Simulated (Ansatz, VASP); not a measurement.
Ta: VASP beside Ansatz

```
Ta
1.0
    -1.62651    1.62651    1.65128
     1.62651   -1.62651    1.65128
     1.62651    1.62651   -1.65128
Ta
1
Direct
  0.00000 0.00000 0.00000
```

Change from the starting cell: strain -0.0150 x Voigt [1, 1, 0, 0, 0, 0], atoms carried along.

Alike in both runs: task single point; functional LDA; k mesh 20 × 20 × 20; occupations methfessel-paxton of order 1, width 0.02 eV; no spin polarisation.

|  | VASP | Ansatz |
| --- | --- | --- |
| version | VASP 6.6.1 | Ansatz 0.2.0 |
| potentials or method | VASP PAW LDA potentials, release 64 (Ta_pv), cutoff 520 eV | scalar-relativistic, plane waves, PAW |
| valence electrons in the cell | 11 | 13 |

|  | VASP | Ansatz | Ansatz less VASP |
| --- | --- | --- | --- |
| gap on the k mesh at the Fermi level (eV) | none | none | - |
| pressure (GPa) | -2.3 | -3.1 | -0.80 |
| traceless stress, the component that is largest in VASP (GPa) | -1.37 | -1.45 | -0.074 |

LDA's correlation is that of Perdew and Zunger in VASP and of Perdew and Wang (1992) in Ansatz. A gap of «none» marks a metal or a gap that the smearing closes. VASP's potentials hold 11 valence electrons a cell and Ansatz's 13, so a difference there can come from the potentials and not from the codes.

Spin-orbit coupling is off throughout.
